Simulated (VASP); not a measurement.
Wanted: the native input for a VASP 6.6.1 run.

```yaml
Task: electric field gradients
Functional: LDA
Potentials_or_basis: VASP PAW LDA potentials, release 64 (Zn, Se)
Cutoff: 520 eV
k_mesh: 8 × 8 × 8
Occupations: fermi-dirac, width 0.03 eV
Spin: no spin polarisation
Dipole_correction: no
Further_INCAR_settings: ALGO = Normal; EDIFF = 1e-08; NBANDS = 16
```

The structure of ZnSe lies in POSCAR:

```
ZnSe
1.0
    0.0000000000      2.8338000000      2.7771240000
    2.8338000000      0.0000000000      2.7771240000
    2.8338000000      2.8338000000      0.0000000000
Zn Se
1 1
Direct
    0.0000000000      0.0000000000      0.0000000000
    0.7500000000      0.7500000000      0.7500000000
```

This cell differs from its parent crystal: zz strain of -2 %.

These files were run (other wordings do the same):

INCAR

```
SYSTEM = ZnSe
ALGO = Normal ; EDIFF = 1E-8
ENCUT = 520 ; ISIF = 2
ISMEAR = -1 ; LASPH = .True.
LCHARG = .False. ; LEFG = .True.
LREAL = .False. ; LWAVE = .False.
NBANDS = 16 ; NELM = 100
PREC = Accurate ; SIGMA = 0.03
```

KPOINTS

```
k-points
0
Gamma
  8 8 8
  0 0 0
```

Potentials or basis: VASP PAW LDA potentials, release 64 (Zn, Se).

Run with:

```console
$ cat potpaw_LDA.64/Zn/POTCAR potpaw_LDA.64/Se/POTCAR > POTCAR
$ mpirun -np 1 vasp_std > vasp.out
```

Results of the run:

```
Pressure               : -1.9 GPa
Band gap on the k mesh : 1.10 eV, direct
```

Caveat: the cell differs from its parent crystal (zz strain of -2 %); without QUAD_EFG the Cq values of the log hold for a quadrupole moment of 1 mb, not for the nuclei.

It took 36 s on 1 thread of AMD EPYC 7R43 64-Core Processor (Zen 3), with other jobs on the host, peak memory 0.14 GiB.
